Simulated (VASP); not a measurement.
# AlN (NiAs type) (P6_3/mmc) in VASP: a series of runs

The runs below take AlN (NiAs type) through single point, with PBE.

Everything below comes from runs of VASP 6.6.1. Logs are shortened: lines on timing, memory, paths and dates and some standing lists are left out, and cuts for length are marked.

## 1. The cell of the first run

The structure is hexagonal, space group P6_3/mmc (No. 194). Conventional cell: a = 2.704 Å, b = 2.704 Å, c = 4.659 Å, α = 90.00°, β = 90.00°, γ = 120.00°. Al (site symmetry -3m) has 6 N at 1.95 Å and 2 Al at 2.33 Å within 2.6 Å. N (site symmetry -6m2) has 6 Al at 1.95 Å within 2.6 Å.

## 2. Single point, PBE

Contents of INCAR:

```
SYSTEM = AlN
ALGO = Normal
EDIFF = 1E-6
ENCUT = 520
GGA = PE
ISIF = 2
ISMEAR = -1
LASPH = .True.
LCHARG = .False.
LREAL = .False.
LWAVE = .False.
NBANDS = 16
NELM = 60
PREC = Accurate
SIGMA = 0.1
```

Contents of KPOINTS:

```
k-points
0
Gamma
  12 12 7
  0 0 0
```

Contents of POSCAR:

```
AlN
1.0
    2.7040580925      0.0000000000      0.0000000000
   -1.3520290463      2.3417830014      0.0000000000
    0.0000000000      0.0000000000      4.6594379712
Al N
2 2
Direct
    0.0000000000      0.0000000000      0.0000000000
    0.0000000000      0.0000000000      0.5000000000
    0.3333333333      0.6666666667      0.2500000000
    0.6666666667      0.3333333333      0.7500000000
```

Potentials or basis: VASP PAW PBE potentials, release 64 (Al, N).

Launch:

```console
$ cat potpaw_PBE.64/Al/POTCAR potpaw_PBE.64/N/POTCAR > POTCAR
$ mpirun -np 1 vasp_std > vasp.out
```

OUTCAR:

```text
SYSTEM = AlN
   EDIFF = 1E-6
   ENCUT = 520
   GGA = PE
   ISIF = 2
   ISMEAR = -1
   LASPH = .True.
   LREAL = .False.
   NELM = 60
   PREC = Accurate

 ion  position               nearest neighbor table
   1  0.000  0.000  0.000-   3 1.95   4 1.95   4 1.95   3 1.95   4 1.95   3 1.95   2 2.33   2 2.33

   2  0.000  0.000  0.500-   3 1.95   4 1.95   4 1.95   3 1.95   4 1.95   3 1.95   1 2.33   1 2.33

   3  0.333  0.667  0.250-   1 1.95   2 1.95   1 1.95   2 1.95   1 1.95   2 1.95
   4  0.667  0.333  0.750-   1 1.95   2 1.95   1 1.95   2 1.95   1 1.95   2 1.95

  LATTYP: Found a hexagonal cell.
 ALAT       =     2.7040580925
 C/A-ratio  =     1.7231279106

  Lattice vectors:

 A1 = (   2.7040580925,   0.0000000000,   0.0000000000)
 A2 = (  -1.3520290463,   2.3417830014,   0.0000000000)
 A3 = (   0.0000000000,   0.0000000000,   4.6594379712)

Analysis of symmetry for initial positions (statically):
=====================================================================
 Subroutine PRICEL returns:
 Original cell was already a primitive cell.

 Routine SETGRP: Setting up the symmetry group for a
 hexagonal supercell.

 Subroutine GETGRP returns: Found 24 space group operations
 (whereof 12 operations were pure point group operations)
 out of a pool of 24 trial point group operations.

The static configuration has the point symmetry D_3d.
 The point group associated with its full space group is D_6h.

Analysis of symmetry for dynamics (positions and initial velocities):
=====================================================================
 Subroutine PRICEL returns:
 Original cell was already a primitive cell.

 Routine SETGRP: Setting up the symmetry group for a
 hexagonal supercell.

 Subroutine GETGRP returns: Found 24 space group operations
 (whereof 12 operations were pure point group operations)
 out of a pool of 24 trial point group operations.

The dynamic configuration has the point symmetry D_3d.
 The point group associated with its full space group is D_6h.

 Subroutine INISYM returns: Found 24 space group operations
 (whereof 12 operations are pure point group operations),
 and found     1 'primitive' translations

----------------------------------------------------------------------------------------

                                     Primitive cell

  volume of cell :      29.5050

  direct lattice vectors                    reciprocal lattice vectors
     2.704058092  0.000000000  0.000000000     0.369814540  0.213512524  0.000000000
    -1.352029046  2.341783001  0.000000000     0.000000000  0.427025049  0.000000000
     0.000000000  0.000000000  4.659437971     0.000000000  0.000000000  0.214618159

  length of vectors
     2.704058092  2.704058093  4.659437971     0.427025049  0.427025049  0.214618159

  position of ions in fractional coordinates (direct lattice)
     0.000000000  0.000000000  0.000000000
     0.000000000  0.000000000  0.500000000
     0.333333333  0.666666667  0.250000000
     0.666666667  0.333333333  0.750000000

  ion indices of the primitive-cell ions
   primitive index   ion index
                 1           1
                 2           2
                 3           3
                 4           4

----------------------------------------------------------------------------------------

 KPOINTS: k-points

Automatic generation of k-mesh.
 Grid dimensions read from file:
 generate k-points for:   12   12    7

 Generating k-lattice:

  Cartesian coordinates                     Fractional coordinates (reciprocal lattice)
     0.030817878  0.017792710  0.000000000     0.083333333  0.000000000  0.000000000
     0.000000000  0.035585421  0.000000000     0.000000000  0.083333333  0.000000000
     0.000000000  0.000000000  0.030659737     0.000000000  0.000000000  0.142857143

  Length of vectors
     0.035585421  0.035585421  0.030659737

  Shift w.r.t. Gamma in fractional coordinates (k-lattice)
     0.000000000  0.000000000  0.000000000

 Subroutine IBZKPT returns following result:
 ===========================================

 Found     76 irreducible k-points:

 Following reciprocal coordinates:
            Coordinates               Weight
  0.000000  0.000000  0.000000      1.000000
  0.083333  0.000000  0.000000      6.000000
  0.166667 -0.000000  0.000000      6.000000
  0.250000 -0.000000  0.000000      6.000000
  0.333333 -0.000000  0.000000      6.000000
  0.416667 -0.000000  0.000000      6.000000
[... 16 lines left out ...]
  0.250000 -0.000000  0.142857     12.000000
  0.333333 -0.000000  0.142857     12.000000
 [... further k-points ...]
   k-points           NKPTS =     76   k-points in BZ     NKDIM =     76   number of bands    NBANDS=     16
   number of dos      NEDOS =    301   number of ions     NIONS =      4
   total plane-waves  NPLWV =  14400
   dimension x,y,z NGX =    20 NGY =   20 NGZ =   36
   dimension x,y,z NGXF=    40 NGYF=   40 NGZF=   72
   ions per type =               2   2
   NGX,Y,Z   is equivalent  to a cutoff of  12.30, 12.30, 12.84 a.u.
   NGXF,Y,Z  is equivalent  to a cutoff of  24.59, 24.59, 25.69 a.u.
 SYSTEM =  AlN
   PREC   = accura    normal or accurate (medium, high low for compatibility)
   ISTART =      0    job   : 0-new  1-cont  2-samecut
   ICHARG =      2    charge: 1-file 2-atom 10-const
   ISPIN  =      1    spin polarized calculation?
   LNONCOLLINEAR =      F non collinear calculations
   LSORBIT =      F    spin-orbit coupling
   LASPH  =      T    aspherical Exc in radial PAW
   ENCUT  =  520.0 eV  38.22 Ry    6.18 a.u.   5.03  5.03  8.66*2*pi/ulx,y,z
   NELM   =     60;   NELMIN=  2; NELMDL= -5     # of ELM steps
   EDIFF  = 0.1E-05   stopping-criterion for ELM
   LREAL  =      F    real-space projection
   EDIFFG = 0.1E-04   stopping-criterion for IOM
   NSW    =      0    number of steps for IOM
   IBRION =     -1    ionic relax: 0-MD 1-quasi-New 2-CG
   NFREE  =      0    steps in history (QN), initial steepest desc. (CG)
   ISIF   =      2    stress and relaxation
   ISYM   =      2    0-nonsym 1-usesym 2-fastsym
   POTIM  = 0.5000    time-step for ionic-motion
   TEBEG  =    0.0;   TEEND  =   0.0 temperature during run
   PSTRESS=    0.0 pullay stress
   NELECT =      16.0000    total number of electrons
   NUPDOWN=      -1.0000    fix difference up-down
   EMIN   =  10.00;   EMAX   =-10.00  energy-range for DOS
   EFERMI =   0.00;   METHOD = LEGACY
   ISMEAR =    -1;   SIGMA  =   0.10  broadening in eV -4-tet -1-fermi 0-gaus
   EFERMI_NEDOS =   21; number of points for ismear=-14 and -15
   IALGO  =     38    algorithm
   IMIX   =      4    mixing-type and parameters
     AMIX     =   0.40;   BMIX     =  1.00
     AMIX_MAG =   1.60;   BMIX_MAG =  1.00
  volume/ion in A,a.u.               =       7.38        49.78
  Fermi-wavevector in a.u.,A,eV,Ry     =   1.335005  2.522793 24.248810  1.782237
  Thomas-Fermi vector in A             =   2.463742
   LORBIT       =      0    0 simple, 1 ext, 2 COOP (PROOUT), +10 PAW based schemes
   GGA     = PE    functional components
   LHFCALC =     F    Hartree Fock is set to
   AEXX    =    0.0000 exact exchange contribution
   IVDW    =     0    specifies the selected vdW correction
   LEPSILON=     F    determine dielectric tensor
   LRPA    =     F    only Hartree local field effects (RPA)
 non-spin polarized calculation
  energy-cutoff  :      520.00
  volume of cell :       29.51
 maximum number of plane-waves:       825
 NGX is ok and might be reduce to    20
   NGX =  9   NGY =  9   NGZ = 17

 number of electron      15.9999997 magnetization

 Free energy of the ion-electron system (eV)
  ---------------------------------------------------
  ext. energy  EPLUGINS =         0.00000000
  ---------------------------------------------------
  free energy    TOTEN  =       -27.76604084 eV

  energy without entropy =      -27.76604084  energy(sigma->0) =      -27.76604084

 E-fermi :  13.6227     XC(G=0): -12.8066

 val. band max:       11.6595160033   @ k =   0.0000   0.0000   0.0000
 cond. band min:      17.1678767464   @ k =   0.5000  -0.0000   0.0000
 fundamental gap:      5.5083607431
 Fermi energy:        13.6226558522

 k-point     1 :       0.0000    0.0000    0.0000
  band No.  band energies     occupation
      1      -7.1582      2.00000
      2      -3.7863      2.00000
      3       2.0548      2.00000
      4      10.5864      2.00000
      5      10.5864      2.00000
      6      10.8862      2.00000
[... 8 lines left out ...]
     15      25.5959      0.00000
     16      25.8741      0.00000

 k-point     2 :       0.0833    0.0000    0.0000
  band No.  band energies     occupation
      1      -7.0116      2.00000
      2      -3.6838      2.00000
      3       2.2071      2.00000
      4       9.9134      2.00000
      5      10.4230      2.00000
      6      10.8255      2.00000
[... 8 lines left out ...]
     15      25.6495      0.00000
     16      25.8493      0.00000

 k-point     3 :       0.1667   -0.0000    0.0000
  band No.  band energies     occupation
      1      -6.5782      2.00000
      2      -3.3899      2.00000
      3       2.6555      2.00000
      4       8.3315      2.00000
      5       9.6754      2.00000
      6      10.0234      2.00000
[... 8 lines left out ...]
     15      25.5269      0.00000
     16      26.2743      0.00000

 k-point     4 :       0.2500   -0.0000    0.0000
  band No.  band energies     occupation
      1      -5.8814      2.00000
      2      -2.9571      2.00000
      3       3.3728      2.00000
      4       6.4751      2.00000
      5       8.0380      2.00000
      6       9.5536      2.00000
[... 8 lines left out ...]
     15      24.6785      0.00000
     16      27.7433      0.00000
[... 324 lines left out ...]
 k-point    22 :       0.1667   -0.0000    0.1429
  band No.  band energies     occupation
      1      -6.4743      2.00000
      2      -3.6669      2.00000
      3       3.0866      2.00000
      4       8.4083      2.00000
      5       9.3894      2.00000
      6      10.0785      2.00000
[... 8 lines left out ...]
     15      25.3744      0.00000
     16      26.8636      0.00000

 k-point    23 :       0.2500   -0.0000    0.1429
  band No.  band energies     occupation
      1      -5.7825      2.00000
      2      -3.1955      2.00000
      3       3.7091      2.00000
      4       6.6069      2.00000
      5       7.8088      2.00000
      6       9.6117      2.00000
[... 8 lines left out ...]
     15      24.8499      0.00000
     16      27.8276      0.00000

 k-point    24 :       0.3333   -0.0000    0.1429
  band No.  band energies     occupation
      1      -4.8840      2.00000
      2      -2.6917      2.00000
      3       4.1451      2.00000
      4       5.3255      2.00000
      5       6.2234      2.00000
      6       9.2035      2.00000
[... 8 lines left out ...]
     15      25.2362      0.00000
     16      28.7206      0.00000

 [... further k-points ...]
[... 5 lines left out ...]
  --------------------------------------------------------------------------------------
  -------------------------------------------------------------------------------------
  Total        9.3448954      9.3448954      9.3222488     -0.0000000      0.0000000      0.0000000
  in kB      507.4448251    507.4448251    506.2150703     -0.0000000      0.0000000      0.0000000
  external PRESSURE =     507.0349068 kB  Pullay stress =       0.0000000 kB

 VOLUME and BASIS-vectors are now :
 -----------------------------------------------------------------------------
  energy-cutoff  :      520.00
  volume of cell :       29.51
      direct lattice vectors                 reciprocal lattice vectors
     2.704058092  0.000000000  0.000000000     0.369814540  0.213512524  0.000000000
    -1.352029046  2.341783001  0.000000000     0.000000000  0.427025049  0.000000000
     0.000000000  0.000000000  4.659437971     0.000000000  0.000000000  0.214618159

 POSITION                                       TOTAL-FORCE (eV/Angst)
 -----------------------------------------------------------------------------------
      0.00000      0.00000      0.00000        -0.000000      0.000000      0.000000
      0.00000      0.00000      2.32972        -0.000000      0.000000      0.000000
     -0.00000      1.56119      1.16486        -0.000000     -0.000000      0.000000
      1.35203      0.78059      3.49458         0.000000      0.000000      0.000000
 -----------------------------------------------------------------------------------
    total drift:                                0.000000     -0.000000      0.000000

  FREE ENERGIE OF THE ION-ELECTRON SYSTEM (eV)
  ---------------------------------------------------
  free  energy   TOTEN  =       -27.7660408369 eV

  energy  without entropy=      -27.7660408368  energy(sigma->0) =      -27.76604084
```

Wall time 41 s (1 thread of Intel Xeon 8259CL, shared host); peak memory 0.15 GiB.

What came out:

```
Free energy            : -27.7660 eV
Pressure               : 50.7 GPa
Band gap on the k mesh : 5.51 eV, indirect (least direct gap 6.91 eV)
```

Stress tensor (GPa, compression positive):
```
50.74  0.00  0.00
 0.00 50.74  0.00
 0.00  0.00 50.62
```

A k mesh can miss the band edges.

## 3. Single point, PBE

Contents of INCAR:

```
ALGO     = Normal         # electronic algorithm
EDIFF    = 1E-6           # SCF threshold, eV
ENCUT    = 520            # plane-wave cutoff, eV
GGA      = PE             # functional
ISIF     = 2              # what is computed and relaxed
ISMEAR   = -1             # smearing method
LASPH    = T              # aspherical terms in the spheres
LCHARG   = F              # write CHGCAR
LREAL    = F              # projectors in reciprocal space
LWAVE    = F              # write WAVECAR
NBANDS   = 16             # bands
NELM     = 60             # most SCF steps
PREC     = Accurate       # precision mode
SIGMA    = 0.1            # smearing width, eV
```

Contents of KPOINTS:

```
k-points
0
Gamma
  12 12 7
```

POSCAR: that of step 2 with these lines changed.

```diff
@@ -3,3 +3,3 @@
     2.7040580925      0.0000000000      0.0000000000
-   -1.3520290463      2.3417830014      0.0000000000
+   -1.3520290462      2.3417830014      0.0000000000
     0.0000000000      0.0000000000      4.6594379712
```

Potentials or basis: VASP PAW PBE potentials, release 64 (Al, N).

Launch:

```console
$ cat potpaw_PBE.64/Al/POTCAR potpaw_PBE.64/N/POTCAR > POTCAR
$ mpirun -np 1 vasp_std > vasp.out
```

Wall time 39 s (1 thread of Intel Xeon 8259CL, shared host); peak memory 0.15 GiB.

It converged, with:

* Free energy: -27.7660 eV
* Pressure: 50.7 GPa
* Band gap on the k mesh: 5.51 eV, indirect (least direct gap 6.91 eV)

Stress tensor (GPa, compression positive):
```
50.74  0.00  0.00
 0.00 50.74  0.00
 0.00  0.00 50.62
```

Levels at points of the mesh, in eV from the valence-band top:
```tsv
k point	band 4	band 5	band 6	band 7	band 8	band 9	band 10	band 11	band 12	band 13
(0.00, 0.00, 0.00)	-1.07	-1.07	-0.77	0.00	0.00	7.01	7.46	9.18	13.66	13.66
(0.50, 0.00, 0.00)	-7.00	-5.77	-3.57	-2.88	-1.40	5.51	7.24	7.59	11.89	11.89
```

A k mesh can miss the band edges. A hybrid or GW would open this gap; PBE tends to underestimate it.
